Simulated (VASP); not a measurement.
Crystal: CoSi2.

```
Co Si
1.0
     0.00000    2.69133    2.69133
     2.69133    0.00000    2.69133
     2.69133    2.69133    0.00000
Co Si
1 2
Direct
  0.00000 0.00000 0.00000
  0.25000 0.25000 0.25000
  0.75000 0.75000 0.75000
```

Program: VASP 6.6.1. Alike in all runs: task single point; level PBEsol; potentials or basis VASP PAW PBE potentials, release 64 (Co, Si); cell as given; k mesh 14 × 14 × 14; cutoff (eV) 520; smearing gaussian 0.15 eV.

Order these runs on this cell by their pressure, lowest first.
A. spin collinear, ferromagnetic start; fixed moment (μB) 1.65
B. spin collinear, ferromagnetic start; fixed moment (μB) 1.1
C. spin collinear, ferromagnetic start; fixed moment (μB) 2.2
D. spin off

D (-7.0 GPa), B (-1.9 GPa), A (3.7 GPa), C (9.1 GPa).

Caveats: the PAW data sets were made with another functional, which shifts forces and pressure a little; the total moment is fixed, so each spin has its own Fermi level (at least some runs); the cell stands under pressure (at least some runs); the cell stands under tension (at least some runs).
